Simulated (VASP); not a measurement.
# Na (Im-3m) in VASP: density of states with PBEsol

Aim: the density of states of Na with PBEsol.

Program: VASP 6.6.1. These are calculated values, not measurements. Logs are shortened: lines on timing, memory, paths and dates and some standing lists are left out, and cuts for length are marked.

## 1. The cell of the first run

It takes space group Im-3m (No. 229, cubic). Conventional cell: a = 4.342 Å, b = 4.342 Å, c = 4.342 Å, α = 90.00°, β = 90.00°, γ = 90.00°. Na (site symmetry m-3m) has 14 Na at 3.76 to 4.34 Å within 4.9 Å.

## 2. Density of states, PBEsol

POSCAR

```
Na
1.0
   -2.1710320000      2.1710320000      2.1710320000
    2.1710320000     -2.1710320000      2.1710320000
    2.1710320000      2.1710320000     -2.1710320000
Na
1
Direct
    0.0000000000      0.0000000000      0.0000000000
```

INCAR.step1

```
ALGO = Normal
EDIFF = 1E-6
ENCUT = 520
GGA = PS
ISIF = 2
ISMEAR = -1
LASPH = T
LCHARG = T
LREAL = F
LWAVE = F
NBANDS = 10
NELM = 80
PREC = Accurate
SIGMA = 0.1
```

KPOINTS.step1

```
k-points
0
Gamma
  11 11 11
```

INCAR.step2

```
ALGO = Normal
EDIFF = 1E-6
ENCUT = 520
GGA = PS
ICHARG = 11
ISIF = 2
ISMEAR = -5
LASPH = T
LCHARG = F
LORBIT = 11
LREAL = F
LWAVE = F
NBANDS = 10
NEDOS = 1001
NELM = 80
PREC = Accurate
SIGMA = 0.1
```

KPOINTS.step2

```
k-points
0
Gamma
  17 17 17
```

Potentials or basis: VASP PAW PBE potentials, release 64 (Na_pv).

Started as:

```
$ cat potpaw_PBE.64/Na_pv/POTCAR > POTCAR
$ cp INCAR.step1 INCAR
$ cp KPOINTS.step1 KPOINTS
$ mpirun -np 1 vasp_std > vasp.out
$ cp INCAR.step2 INCAR
$ cp KPOINTS.step2 KPOINTS
$ mpirun -np 1 vasp_std > vasp.out
```

OUTCAR:

```text
EDIFF = 1E-6
   ENCUT = 520
   GGA = PS
   ICHARG = 11
   ISIF = 2
   ISMEAR = -5
   LASPH = T
   LORBIT = 11
   LREAL = F
   NELM = 80
   PREC = Accurate

 ion  position               nearest neighbor table
   1  0.000  0.000  0.000-

  LATTYP: Found a body centered cubic cell.
 ALAT       =     4.3420640000

  Lattice vectors:

 A1 = (  -2.1710320000,   2.1710320000,   2.1710320000)
 A2 = (   2.1710320000,  -2.1710320000,   2.1710320000)
 A3 = (   2.1710320000,   2.1710320000,  -2.1710320000)

Analysis of symmetry for initial positions (statically):
=====================================================================
 Subroutine PRICEL returns:
 Original cell was already a primitive cell.

 Routine SETGRP: Setting up the symmetry group for a
 body centered cubic supercell.

 Subroutine GETGRP returns: Found 48 space group operations
 (whereof 48 operations were pure point group operations)
 out of a pool of 48 trial point group operations.

The static configuration has the point symmetry O_h .

Analysis of symmetry for dynamics (positions and initial velocities):
=====================================================================
 Subroutine PRICEL returns:
 Original cell was already a primitive cell.

 Routine SETGRP: Setting up the symmetry group for a
 body centered cubic supercell.

 Subroutine GETGRP returns: Found 48 space group operations
 (whereof 48 operations were pure point group operations)
 out of a pool of 48 trial point group operations.

The dynamic configuration has the point symmetry O_h .

 Subroutine INISYM returns: Found 48 space group operations
 (whereof 48 operations are pure point group operations),
 and found     1 'primitive' translations

----------------------------------------------------------------------------------------

                                     Primitive cell

  volume of cell :      40.9316

  direct lattice vectors                    reciprocal lattice vectors
    -2.171032000  2.171032000  2.171032000     0.000000000  0.230305219  0.230305219
     2.171032000 -2.171032000  2.171032000     0.230305219  0.000000000  0.230305219
     2.171032000  2.171032000 -2.171032000     0.230305219  0.230305219  0.000000000

  length of vectors
     3.760337729  3.760337729  3.760337729     0.325700764  0.325700764  0.325700764

  position of ions in fractional coordinates (direct lattice)
     0.000000000  0.000000000  0.000000000

  ion indices of the primitive-cell ions
   primitive index   ion index
[... 78 lines left out ...]
   NSW    =      0    number of steps for IOM
   IBRION =     -1    ionic relax: 0-MD 1-quasi-New 2-CG
   NFREE  =      0    steps in history (QN), initial steepest desc. (CG)
   ISIF   =      2    stress and relaxation
   ISYM   =      2    0-nonsym 1-usesym 2-fastsym
   POTIM  = 0.5000    time-step for ionic-motion
   TEBEG  =    0.0;   TEEND  =   0.0 temperature during run
   PSTRESS=    0.0 pullay stress
   NELECT =       7.0000    total number of electrons
   NUPDOWN=      -1.0000    fix difference up-down
   EMIN   =  10.00;   EMAX   =-10.00  energy-range for DOS
   EFERMI =   0.00;   METHOD = LEGACY
   ISMEAR =    -5;   SIGMA  =   0.10  broadening in eV -4-tet -1-fermi 0-gaus
   EFERMI_NEDOS =   21; number of points for ismear=-14 and -15
   IALGO  =     38    algorithm
   IMIX   =      4    mixing-type and parameters
     AMIX     =   0.40;   BMIX     =  1.00
     AMIX_MAG =   1.60;   BMIX_MAG =  1.00
  volume/ion in A,a.u.               =      40.93       276.22
  Fermi-wavevector in a.u.,A,eV,Ry     =   0.908702  1.717197 11.234855  0.825739
  Thomas-Fermi vector in A             =   2.032659
   LORBIT       =     11    0 simple, 1 ext, 2 COOP (PROOUT), +10 PAW based schemes
   GGA     = PS    functional components
   LHFCALC =     F    Hartree Fock is set to
   AEXX    =    0.0000 exact exchange contribution
   IVDW    =     0    specifies the selected vdW correction
   LEPSILON=     F    determine dielectric tensor
   LRPA    =     F    only Hartree local field effects (RPA)
 non-spin polarized calculation
 Fermi weights with tetrahedron method with Bloechl corrections
  energy-cutoff  :      520.00
  volume of cell :       40.93
 maximum number of plane-waves:      1124

 number of electron       6.9999989 magnetization

 Free energy of the ion-electron system (eV)
  ---------------------------------------------------
  ext. energy  EPLUGINS =         0.00000000
  ---------------------------------------------------
  free energy    TOTEN  =        -1.38721145 eV

  energy without entropy =       -1.38721145  energy(sigma->0) =       -1.38721145

 E-fermi :   0.0656     XC(G=0):  -6.2461

 val. band max:        0.0140989959   @ k =  -0.3529   0.4118   0.1765
 cond. band min:       0.1167961125   @ k =   0.4118   0.0588   0.0000
 fundamental gap:      0.1026971166
 Fermi energy:         0.0655601384

 k-point     1 :       0.0000    0.0000    0.0000
  band No.  band energies     occupation
      1     -24.8307      2.00000
      2     -24.8307      2.00000
      3     -24.8307      2.00000
      4      -3.0337      2.00000
      5      11.1442      0.00000
      6      11.1442      0.00000
      7      11.1442      0.00000
      8      12.0921      0.00000
      9      12.0921      0.00000
     10      12.5953      0.00000
[... 287 lines left out ...]
 k-point    24 :       0.1765    0.1765    0.0000
  band No.  band energies     occupation
      1     -24.8466      2.00000
      2     -24.8361      2.00000
      3     -24.8323      2.00000
      4      -1.5170      2.00000
      5       5.4497      0.00000
      6       6.0607      0.00000
      7       8.5644      0.00000
      8      10.7907      0.00000
      9      11.5641      0.00000
     10      13.8316      0.00000

 [... further k-points ...]
[... 5 lines left out ...]
  --------------------------------------------------------------------------------------
  -------------------------------------------------------------------------------------
  Total       -0.1954949     -0.1954949     -0.1954949      0.0000000     -0.0000000      0.0000000
  in kB       -7.6522171     -7.6522171     -7.6522171      0.0000000     -0.0000000      0.0000000
  external PRESSURE =      -7.6522171 kB  Pullay stress =       0.0000000 kB

 VOLUME and BASIS-vectors are now :
 -----------------------------------------------------------------------------
  energy-cutoff  :      520.00
  volume of cell :       40.93
      direct lattice vectors                 reciprocal lattice vectors
    -2.171032000  2.171032000  2.171032000     0.000000000  0.230305219  0.230305219
     2.171032000 -2.171032000  2.171032000     0.230305219  0.000000000  0.230305219
     2.171032000  2.171032000 -2.171032000     0.230305219  0.230305219  0.000000000

 POSITION                                       TOTAL-FORCE (eV/Angst)
 -----------------------------------------------------------------------------------
      0.00000      0.00000      0.00000        -0.000000      0.000000     -0.000000
 -----------------------------------------------------------------------------------
    total drift:                               -0.000000     -0.000000     -0.000000

  FREE ENERGIE OF THE ION-ELECTRON SYSTEM (eV)
  ---------------------------------------------------
  free  energy   TOTEN  =        -1.3872114521 eV

  energy  without entropy=       -1.3872114521  energy(sigma->0) =       -1.38721145

 total charge

# of ion       s       p       d       tot
------------------------------------------
    1        0.091   5.964   0.000   6.054
```

OUTCAR.step1:

```text
EDIFF = 1E-6
   ENCUT = 520
   GGA = PS
   ISIF = 2
   ISMEAR = -1
   LASPH = T
[... 526 lines left out ...]

 POSITION                                       TOTAL-FORCE (eV/Angst)
 -----------------------------------------------------------------------------------
      0.00000      0.00000      0.00000         0.000000      0.000000     -0.000000
 -----------------------------------------------------------------------------------
    total drift:                               -0.000000     -0.000000     -0.000000

  FREE ENERGIE OF THE ION-ELECTRON SYSTEM (eV)
  ---------------------------------------------------
  free  energy   TOTEN  =        -1.3967552465 eV

  energy  without entropy=       -1.3818350490  energy(sigma->0) =       -1.38929515
```

OSZICAR.step1:

```text
N       E                     dE             d eps       ncg     rms          rms(c)
DAV:   1     0.267829313894E+02    0.26783E+02   -0.36998E+03  1120   0.561E+02
DAV:   2    -0.833770871978E+00   -0.27617E+02   -0.27453E+02  1166   0.141E+02
DAV:   3    -0.139322641700E+01   -0.55946E+00   -0.55881E+00  1342   0.226E+01
DAV:   4    -0.139839543965E+01   -0.51690E-02   -0.51686E-02  1346   0.216E+00
DAV:   5    -0.139846857564E+01   -0.73136E-04   -0.73135E-04  1314   0.244E-01    0.229E-01
DAV:   6    -0.139709764856E+01    0.13709E-02   -0.27222E-03  1344   0.754E-01    0.142E-01
DAV:   7    -0.139681022452E+01    0.28742E-03   -0.25451E-03  1248   0.650E-01    0.460E-02
DAV:   8    -0.139675489804E+01    0.55326E-04   -0.20943E-04  1306   0.250E-01    0.228E-03
DAV:   9    -0.139675524646E+01   -0.34842E-06   -0.69256E-07   880   0.971E-03
   1 F= -.13967552E+01 E0= -.13892951E+01  d E =-.149202E-01
```

Run time: 28 s. Hardware: 1 thread of Intel Xeon Platinum 8375C at 2.90GHz (Ice Lake), shared host; peak memory 0.18 GiB.

Results:

```
Valence electrons inside the program's atomic spheres : Na 6.05
```

Levels at points of the mesh, in eV from the Fermi level:
```csv
k point,band 1,band 2,band 3,band 4,band 5,band 6,band 7,band 8
"(0.00, 0.00, 0.00)",-24.90,-24.90,-24.90,-3.10,11.08,11.08,11.08,12.03
```

Caveat: the PAW data sets were made with another functional, which shifts forces and pressure a little; tetrahedron occupations give inexact forces and stress in metals.
